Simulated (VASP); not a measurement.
# Cr (Im-3m) in VASP: a series of runs, part 2 of 2

VASP 6.6.1.

## Step 3: Electric field gradients, LDA, collinear spin, ferromagnetic start (11.75 Å³/atom)

This run uses another cell than the first one, of 11.75 Å³/atom.

INCAR

```
PREC = Accurate
ENCUT = 520
EDIFF = 1E-8
ISMEAR = -1
SIGMA = 0.08
LREAL = False
LASPH = True
NELM = 150
ALGO = Normal
ISIF = 2
LWAVE = False
LCHARG = False
ISPIN = 2
MAGMOM = 3
LORBIT = 11
LMAXMIX = 4
GGA = CA
LEFG = True
NBANDS = 16
```

KPOINTS

```
regular mesh
0
Gamma
  18 18 18
```

POSCAR

```
Cr
1.0
   -1.4322721916      1.4322721916      1.4322721916
    1.4322721916     -1.4322721916      1.4322721916
    1.4322721916      1.4322721916     -1.4322721916
Cr
1
Direct
    0.0000000000      0.0000000000      0.0000000000
```

Potentials or basis: VASP PAW LDA potentials, release 64 (Cr_pv).

Launch:

```sh
$ cat potpaw_LDA.64/Cr_pv/POTCAR > POTCAR
$ mpirun -np 1 vasp_std > vasp.out
```

OUTCAR:

```text
PREC = Accurate
   ENCUT = 520
   EDIFF = 1E-8
   ISMEAR = -1
   LREAL = False
   LASPH = True
   NELM = 150
   ISIF = 2
   ISPIN = 2
   LORBIT = 11
   GGA = CA

 ion  position               nearest neighbor table
   1  0.000  0.000  0.000-

  LATTYP: Found a body centered cubic cell.
 ALAT       =     2.8645443832

  Lattice vectors:

 A1 = (  -1.4322721916,   1.4322721916,   1.4322721916)
 A2 = (   1.4322721916,  -1.4322721916,   1.4322721916)
 A3 = (   1.4322721916,   1.4322721916,  -1.4322721916)

Analysis of symmetry for initial positions (statically):
=====================================================================
 Subroutine PRICEL returns:
 Original cell was already a primitive cell.

 Routine SETGRP: Setting up the symmetry group for a
 body centered cubic supercell.

 Subroutine GETGRP returns: Found 48 space group operations
 (whereof 48 operations were pure point group operations)
 out of a pool of 48 trial point group operations.

The static configuration has the point symmetry O_h .

Analysis of symmetry for dynamics (positions and initial velocities):
=====================================================================
 Subroutine PRICEL returns:
 Original cell was already a primitive cell.

 Routine SETGRP: Setting up the symmetry group for a
 body centered cubic supercell.

 Subroutine GETGRP returns: Found 48 space group operations
[... 631 lines left out ...]
 spin component 2

 k-point     1 :       0.0000    0.0000    0.0000
  band No.  band energies     occupation
      1     -31.8148      1.00000
      2     -31.8148      1.00000
      3     -31.8148      1.00000
      4       2.8164      1.00000
      5       9.6454      0.99999
      6       9.6454      0.99999
[... 435 lines left out ...]
      5       8.2220      1.00000
      6      10.2381      0.98037
[... 8 lines left out ...]
     15      40.6221      0.00000
     16      41.4199      0.00000

 [... further k-points ...]

------------------------ aborting loop because EDIFF is reached ----------------------------------------

  FORCE on cell =-STRESS in cart. coord.  units (eV):
  Direction    XX          YY          ZZ          XY          YZ          ZX
  --------------------------------------------------------------------------------------
  -------------------------------------------------------------------------------------
  Total       -1.4973518     -1.4973518     -1.4973518      0.0000000     -0.0000000      0.0000000
  in kB     -204.1257302   -204.1257302   -204.1257302      0.0000000     -0.0000000      0.0000000
  external PRESSURE =    -204.1257302 kB  Pullay stress =       0.0000000 kB

 VOLUME and BASIS-vectors are now :
 -----------------------------------------------------------------------------
  energy-cutoff  :      520.00
  volume of cell :       11.75
      direct lattice vectors                 reciprocal lattice vectors
    -1.432272192  1.432272192  1.432272192     0.000000000  0.349095656  0.349095656
     1.432272192 -1.432272192  1.432272192     0.349095656  0.000000000  0.349095656
     1.432272192  1.432272192 -1.432272192     0.349095656  0.349095656  0.000000000

 POSITION                                       TOTAL-FORCE (eV/Angst)
 -----------------------------------------------------------------------------------
      0.00000      0.00000      0.00000        -0.000000      0.000000     -0.000000
 -----------------------------------------------------------------------------------
    total drift:                               -0.000000     -0.000000      0.000000

  FREE ENERGIE OF THE ION-ELECTRON SYSTEM (eV)
  ---------------------------------------------------
  free  energy   TOTEN  =       -10.5730122875 eV

  energy  without entropy=      -10.5554297619  energy(sigma->0) =      -10.56422102

 Electric field gradients (V/A^2)
---------------------------------------------------------------------
 ion       V_xx      V_yy      V_zz      V_xy      V_xz      V_yz
---------------------------------------------------------------------
   1      -0.000     0.000     0.000    -0.002    -0.002    -0.002
---------------------------------------------------------------------

 Electric field gradients after diagonalization (V/A^2)
 (convention: |V_zz| > |V_xx| > |V_yy|)
----------------------------------------------------------------------
 ion       V_xx      V_yy      V_zz     asymmetry (V_yy - V_xx)/ V_zz
----------------------------------------------------------------------
   1       0.002     0.002    -0.005       0.000
----------------------------------------------------------------------

           NMR quadrupolar parameters

 Cq : quadrupolar parameter    Cq=e*Q*V_zz/h
 eta: asymmetry parameters     (V_yy - V_xx)/ V_zz
 Q  : nuclear electric quadrupole moment in mb (millibarn)
----------------------------------------------------------------------
 ion       Cq(MHz)       eta       Q (mb)
----------------------------------------------------------------------
   1      -0.000       0.000       1.000
----------------------------------------------------------------------

 total charge

# of ion       s       p       d       tot
------------------------------------------
    1        0.421   6.388   4.215  11.025

 magnetization (x)

# of ion       s       p       d       tot
------------------------------------------
    1        0.000  -0.000  -0.000  -0.000
```

stdout:

```text
POSCAR found type information on POSCAR Cr
 POSCAR found :  1 types and       1 ions
 scaLAPACK will be used
 LDA part: xc-table for (Slater(with rela. corr.)+CA(PZ))
 , standard interpolation
 POSCAR, INCAR and KPOINTS ok, starting setup
 FFT: planning ... GRIDC
 FFT: planning ... GRID_SOFT
 FFT: planning ... GRID
 WAVECAR not read
 entering main loop
ion   1
```

It took 59 s on 1 thread of Intel Xeon 8259CL, shared host; peak memory 0.13 GiB.

What came out:

```yaml
Free_energy: -10.5730 eV
Pressure: -20.4 GPa
Band_gap_on_the_k_mesh: zero (filled and empty bands overlap)
Net_moment: 0.00 μB per cell
Largest_electric_field_gradient_by_atom: zero within the noise of the run
Valence_electrons_inside_the_program's_atomic_spheres: Cr 11.03
```

Caveat: the cell stands under tension.
